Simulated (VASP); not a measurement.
# P in VASP: notebook

P is run at these levels: PBEsol; tasks: single point.

Everything below comes from runs of VASP 6.6.1. Logs are shortened: lines on timing, memory, paths and dates and some standing lists are left out, and cuts for length are marked.

## 1. The cell of the first run

The structure is trigonal, space group R-3m (No. 166). Conventional cell: a = 3.451 Å, b = 3.451 Å, c = 9.389 Å, α = 90.00°, β = 90.00°, γ = 120.00°. Within 3.0 Å of P (site symmetry 3m) lie 6 P at 2.29 to 2.82 Å.

## 2. Single point, PBEsol

The input, INCAR:

```
SYSTEM = P
PREC = Accurate
ENCUT = 520
EDIFF = 1E-7
ISMEAR = -1
SIGMA = 0.05
LREAL = .False.
LASPH = .True.
NELM = 100
ALGO = Normal
ISIF = 2
LWAVE = .False.
LCHARG = .False.
GGA = PS
NBANDS = 12
```

The input, KPOINTS:

```
regular mesh
0
Gamma
  11 11 11
  0 0 0
```

The input, POSCAR:

```
P
1.0
    1.7257251780      0.9963478961      3.1296800121
   -1.7257251780      0.9963478961      3.1296800121
    0.0000000000     -1.9926957921      3.1296800121
P
2
Direct
    0.2270802500      0.2270802500      0.2270802500
    0.7729197500      0.7729197500      0.7729197500
```

Potentials or basis: VASP PAW PBE potentials, release 64 (P).

Started as:

```sh
cat potpaw_PBE.64/P/POTCAR > POTCAR
mpirun -np 1 vasp_std > vasp.out
```

OUTCAR:

```text
SYSTEM = P
   PREC = Accurate
   ENCUT = 520
   EDIFF = 1E-7
   ISMEAR = -1
   LREAL = .False.
   LASPH = .True.
   NELM = 100
   ISIF = 2
   GGA = PS

 ion  position               nearest neighbor table
   1  0.227  0.227  0.227-   2 2.29   2 2.29   2 2.29   2 2.82   2 2.82   2 2.82
   2  0.773  0.773  0.773-   1 2.29   1 2.29   1 2.29   1 2.82   1 2.82   1 2.82

  LATTYP: Found a trigonal (rhomboedric) cell.
 ALAT       =     3.7102201415
 COS(alpha) =     0.5673129383

  Lattice vectors:

 A1 = (   1.7257251780,   0.9963478961,   3.1296800121)
 A2 = (  -1.7257251780,   0.9963478961,   3.1296800121)
 A3 = (   0.0000000000,  -1.9926957921,   3.1296800121)

Analysis of symmetry for initial positions (statically):
=====================================================================
 Subroutine PRICEL returns:
 Original cell was already a primitive cell.

 Routine SETGRP: Setting up the symmetry group for a
 trigonal (rhombohedral) supercell.

 Subroutine GETGRP returns: Found 12 space group operations
 (whereof 12 operations were pure point group operations)
 out of a pool of 12 trial point group operations.

The static configuration has the point symmetry D_3d.

Analysis of symmetry for dynamics (positions and initial velocities):
=====================================================================
 Subroutine PRICEL returns:
 Original cell was already a primitive cell.

 Routine SETGRP: Setting up the symmetry group for a
 trigonal (rhombohedral) supercell.

 Subroutine GETGRP returns: Found 12 space group operations
 (whereof 12 operations were pure point group operations)
 out of a pool of 12 trial point group operations.

The dynamic configuration has the point symmetry D_3d.

 Subroutine INISYM returns: Found 12 space group operations
 (whereof 12 operations are pure point group operations),
 and found     1 'primitive' translations

----------------------------------------------------------------------------------------

                                     Primitive cell

  volume of cell :      32.2875

  direct lattice vectors                    reciprocal lattice vectors
     1.725725178  0.996347896  3.129680012     0.289733271  0.167277582  0.106507161
    -1.725725178  0.996347896  3.129680012    -0.289733271  0.167277582  0.106507161
     0.000000000 -1.992695792  3.129680012     0.000000000 -0.334555164  0.106507161

  length of vectors
     3.710220141  3.710220141  3.710220141     0.351099605  0.351099605  0.351099605

  position of ions in fractional coordinates (direct lattice)
     0.227080250  0.227080250  0.227080250
     0.772919750  0.772919750  0.772919750

  ion indices of the primitive-cell ions
   primitive index   ion index
                 1           1
                 2           2

----------------------------------------------------------------------------------------

 KPOINTS: regular mesh

Automatic generation of k-mesh.
 Grid dimensions read from file:
 generate k-points for:   11   11   11

 Generating k-lattice:

  Cartesian coordinates                     Fractional coordinates (reciprocal lattice)
     0.026339388  0.015207053  0.009682469     0.090909091  0.000000000  0.000000000
    -0.026339388  0.015207053  0.009682469     0.000000000  0.090909091  0.000000000
     0.000000000 -0.030414106  0.009682469     0.000000000  0.000000000  0.090909091

  Length of vectors
     0.031918146  0.031918146  0.031918146

  Shift w.r.t. Gamma in fractional coordinates (k-lattice)
     0.000000000  0.000000000  0.000000000

 Subroutine IBZKPT returns following result:
 ===========================================

 Found    146 irreducible k-points:

 Following reciprocal coordinates:
            Coordinates               Weight
  0.000000  0.000000  0.000000      1.000000
  0.090909 -0.000000  0.000000      6.000000
  0.181818  0.000000  0.000000      6.000000
  0.272727  0.000000 -0.000000      6.000000
  0.363636  0.000000  0.000000      6.000000
  0.454545 -0.000000 -0.000000      6.000000
[... 16 lines left out ...]
 -0.272727  0.181818  0.000000     12.000000
 -0.181818  0.181818  0.000000      6.000000
 [... further k-points ...]
   k-points           NKPTS =    146   k-points in BZ     NKDIM =    146   number of bands    NBANDS=     12
   number of dos      NEDOS =    301   number of ions     NIONS =      2
   total plane-waves  NPLWV =  21952
   dimension x,y,z NGX =    28 NGY =   28 NGZ =   28
   dimension x,y,z NGXF=    56 NGYF=   56 NGZF=   56
   ions per type =               2
   NGX,Y,Z   is equivalent  to a cutoff of  12.55, 12.55, 12.55 a.u.
   NGXF,Y,Z  is equivalent  to a cutoff of  25.09, 25.09, 25.09 a.u.
 SYSTEM =  P
   PREC   = accura    normal or accurate (medium, high low for compatibility)
   ISTART =      0    job   : 0-new  1-cont  2-samecut
   ICHARG =      2    charge: 1-file 2-atom 10-const
   ISPIN  =      1    spin polarized calculation?
   LNONCOLLINEAR =      F non collinear calculations
   LSORBIT =      F    spin-orbit coupling
   LASPH  =      T    aspherical Exc in radial PAW
   ENCUT  =  520.0 eV  38.22 Ry    6.18 a.u.   6.90  6.90  6.90*2*pi/ulx,y,z
   NELM   =    100;   NELMIN=  2; NELMDL= -5     # of ELM steps
   EDIFF  = 0.1E-06   stopping-criterion for ELM
   LREAL  =      F    real-space projection
   EDIFFG = 0.1E-05   stopping-criterion for IOM
   NSW    =      0    number of steps for IOM
   IBRION =     -1    ionic relax: 0-MD 1-quasi-New 2-CG
   NFREE  =      0    steps in history (QN), initial steepest desc. (CG)
   ISIF   =      2    stress and relaxation
   ISYM   =      2    0-nonsym 1-usesym 2-fastsym
   POTIM  = 0.5000    time-step for ionic-motion
   TEBEG  =    0.0;   TEEND  =   0.0 temperature during run
   PSTRESS=    0.0 pullay stress
   NELECT =      10.0000    total number of electrons
   NUPDOWN=      -1.0000    fix difference up-down
   EMIN   =  10.00;   EMAX   =-10.00  energy-range for DOS
   EFERMI =   0.00;   METHOD = LEGACY
   ISMEAR =    -1;   SIGMA  =   0.05  broadening in eV -4-tet -1-fermi 0-gaus
   EFERMI_NEDOS =   21; number of points for ismear=-14 and -15
   IALGO  =     38    algorithm
   IMIX   =      4    mixing-type and parameters
     AMIX     =   0.40;   BMIX     =  1.00
     AMIX_MAG =   1.60;   BMIX_MAG =  1.00
  volume/ion in A,a.u.               =      16.14       108.94
  Fermi-wavevector in a.u.,A,eV,Ry     =   1.107636  2.093128 16.692396  1.226857
  Thomas-Fermi vector in A             =   2.244152
   LORBIT       =      0    0 simple, 1 ext, 2 COOP (PROOUT), +10 PAW based schemes
   GGA     = PS    functional components
   LHFCALC =     F    Hartree Fock is set to
   AEXX    =    0.0000 exact exchange contribution
   IVDW    =     0    specifies the selected vdW correction
   LEPSILON=     F    determine dielectric tensor
   LRPA    =     F    only Hartree local field effects (RPA)
 non-spin polarized calculation
  energy-cutoff  :      520.00
  volume of cell :       32.29
 maximum number of plane-waves:       882
   NGX = 13   NGY = 13   NGZ = 13

 number of electron      10.0000000 magnetization

 Free energy of the ion-electron system (eV)
  ---------------------------------------------------
  ext. energy  EPLUGINS =         0.00000000
  ---------------------------------------------------
  free energy    TOTEN  =       -11.55759057 eV

  energy without entropy =      -11.55473899  energy(sigma->0) =      -11.55616478

 E-fermi :   8.9393     XC(G=0): -10.8712

 val. band max:        8.9367564508   @ k =  -0.3636   0.0909   0.0000
 cond. band min:       8.9460746360   @ k =   0.3636   0.0909   0.0909
 fundamental gap:      0.0093181852
 Fermi energy:         8.9393193018

 k-point     1 :       0.0000    0.0000    0.0000
  band No.  band energies     occupation
      1      -7.6201      2.00000
      2       5.3307      2.00000
      3       5.7691      2.00000
      4       6.0308      2.00000
      5       6.0308      2.00000
      6      10.2130      0.00000
      7      11.5343      0.00000
      8      11.5343      0.00000
      9      14.6903      0.00000
     10      14.6903      0.00000
     11      16.0250      0.00000
     12      16.0580      0.00000

 k-point     2 :       0.0909   -0.0000    0.0000
  band No.  band energies     occupation
      1      -7.4859      2.00000
      2       4.1588      2.00000
      3       5.7233      2.00000
      4       5.9223      2.00000
      5       6.6389      2.00000
      6      10.5856      0.00000
      7      11.5141      0.00000
      8      11.5211      0.00000
      9      13.8513      0.00000
     10      14.1568      0.00000
     11      14.9421      0.00000
     12      17.2174      0.00000

 k-point     3 :       0.1818    0.0000    0.0000
  band No.  band energies     occupation
      1      -7.0851      2.00000
      2       2.4094      2.00000
      3       5.5309      2.00000
      4       5.6685      2.00000
      5       7.2499      2.00000
      6      10.5340      0.00000
      7      11.1038      0.00000
      8      11.3726      0.00000
      9      13.5272      0.00000
     10      14.3765      0.00000
     11      14.6026      0.00000
     12      19.1701      0.00000

 k-point     4 :       0.2727    0.0000   -0.0000
  band No.  band energies     occupation
      1      -6.4244      2.00000
      2       0.5778      2.00000
      3       5.3955      2.00000
      4       5.4312      2.00000
      5       7.6839      2.00000
      6       9.9623      0.00000
      7      10.3538      0.00000
      8      10.3919      0.00000
      9      14.8557      0.00000
     10      15.0600      0.00000
     11      15.5997      0.00000
     12      21.3893      0.00000

 k-point     5 :       0.3636    0.0000    0.0000
  band No.  band energies     occupation
      1      -5.5218      2.00000
      2      -1.1624      2.00000
      3       5.1866      2.00000
      4       5.4502      2.00000
      5       7.9945      2.00000
      6       9.1825      0.01532
      7       9.6046      0.00000
      8       9.8044      0.00000
      9      15.7836      0.00000
     10      17.0251      0.00000
     11      17.3763      0.00000
     12      21.6751      0.00000
[... 228 lines left out ...]
      1      -3.8634      2.00000
      2      -2.6304      2.00000
      3       2.8610      2.00000
      4       4.8638      2.00000
      5       6.1269      2.00000
      6      10.1077      0.00000
      7      11.0104      0.00000
      8      12.6044      0.00000
      9      15.7769      0.00000
     10      17.6630      0.00000
     11      18.8072      0.00000
     12      21.0881      0.00000

 k-point    22 :      -0.3636    0.1818    0.0000
  band No.  band energies     occupation
      1      -4.3048      2.00000
      2      -2.1421      2.00000
      3       2.7696      2.00000
      4       5.4517      2.00000
      5       6.3702      2.00000
      6       9.5253      0.00002
      7      10.5575      0.00000
      8      12.7259      0.00000
      9      15.9318      0.00000
     10      17.0365      0.00000
     11      18.2997      0.00000
     12      22.3676      0.00000

 k-point    23 :      -0.2727    0.1818    0.0000
  band No.  band energies     occupation
      1      -5.3308      2.00000
      2      -0.7689      2.00000
      3       2.9828      2.00000
      4       6.1487      2.00000
      5       6.6768      2.00000
      6       9.2658      0.00292
      7      10.1722      0.00000
      8      12.6336      0.00000
      9      14.3426      0.00000
     10      16.4155      0.00000
     11      19.3633      0.00000
     12      20.7043      0.00000

 k-point    24 :      -0.1818    0.1818    0.0000
  band No.  band energies     occupation
      1      -6.1642      2.00000
      2       0.5634      2.00000
      3       3.6198      2.00000
      4       6.6434      2.00000
      5       6.8162      2.00000
      6       9.4806      0.00004
      7      10.0707      0.00000
      8      12.3517      0.00000
      9      13.1138      0.00000
     10      16.1163      0.00000
     11      18.3419      0.00000
     12      18.4976      0.00000

 [... further k-points ...]

------------------------ aborting loop because EDIFF is reached ----------------------------------------

  FORCE on cell =-STRESS in cart. coord.  units (eV):
  Direction    XX          YY          ZZ          XY          YZ          ZX
  --------------------------------------------------------------------------------------
  -------------------------------------------------------------------------------------
  Total       -0.2991527     -0.2991527     -0.4886764      0.0000000     -0.0000000     -0.0000000
  in kB      -14.8446380    -14.8446380    -24.2492377      0.0000000     -0.0000000     -0.0000000
  external PRESSURE =     -17.9795045 kB  Pullay stress =       0.0000000 kB

 VOLUME and BASIS-vectors are now :
 -----------------------------------------------------------------------------
  energy-cutoff  :      520.00
  volume of cell :       32.29
      direct lattice vectors                 reciprocal lattice vectors
     1.725725178  0.996347896  3.129680012     0.289733271  0.167277582  0.106507161
    -1.725725178  0.996347896  3.129680012    -0.289733271  0.167277582  0.106507161
     0.000000000 -1.992695792  3.129680012     0.000000000 -0.334555164  0.106507161

 POSITION                                       TOTAL-FORCE (eV/Angst)
 -----------------------------------------------------------------------------------
      0.00000      0.00000      2.13207         0.000000      0.000000      0.288122
      0.00000      0.00000      7.25697         0.000000     -0.000000     -0.288122
 -----------------------------------------------------------------------------------
    total drift:                                0.000000     -0.000000     -0.000000

  FREE ENERGIE OF THE ION-ELECTRON SYSTEM (eV)
  ---------------------------------------------------
  free  energy   TOTEN  =       -11.5575905705 eV

  energy  without entropy=      -11.5547389926  energy(sigma->0) =      -11.55616478
```

Wall time 1.9 min (1 thread of AMD EPYC 7R43 (Zen 3), shared host); peak memory 0.14 GiB.

Results:

* Free energy: -11.5576 eV
* Pressure: -1.8 GPa
* Largest force: 0.288 eV/Å
* Band gap on the k mesh: zero (bands 5 and 6 overlap by 0.58 eV)

Forces in eV/Å, atoms in the order of the input:
```
P    0.000  0.000  0.288
P    0.000  0.000 -0.288
```

Caveat: the PAW data sets were made with another functional, which shifts forces and pressure a little.

(Part 1 of 2 ends here.)

The gap in the log of VASP goes by the Fermi energy; the results here count the filled bands.